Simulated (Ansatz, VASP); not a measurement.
**AlGa3N2: VASP beside Ansatz**

```
Al Ga N
1.0
     4.49798    0.00000    0.00000
     0.00000    4.49798    0.00000
     0.00000    0.00000    4.95992
Al Ga N
1 3 2
Cartesian
  2.2490 2.2490 0.0000
  0.0000 0.0000 2.4800
  0.0000 2.2490 0.0000
  2.2490 0.0000 0.0000
  2.2490 2.2490 2.4800
  0.0000 0.0000 0.0000
```

Alike in both runs: task single point; functional PBE; k mesh 4 × 4 × 4; occupations gaussian, width 0.1 eV; collinear spin.

|  | VASP | Ansatz |
| --- | --- | --- |
| version | VASP 6.6.1 | Ansatz 0.2.0 |
| potentials or method | VASP PAW PBE potentials, release 64 (Al, Ga_d, N), cutoff 520 eV | scalar-relativistic, plane waves, PAW |
| valence electrons in the cell | 52 | 52 |

```csv
,VASP,Ansatz,Ansatz less VASP
gap on the k mesh at the Fermi level (eV),none,none,-
pressure (GPa),6.1,6.0,-0.07
"traceless stress, the component that is largest in VASP (GPa)",-22.69,-22.64,+0.050
net moment per atom (μB),0.13,0.13,0.000
size of the moment on the site where the two differ most (μB),0.54,0.70,+0.156
```

Site moments also hang on the region over which each program counts them. A gap of «none» marks a metal or a gap that the smearing closes.
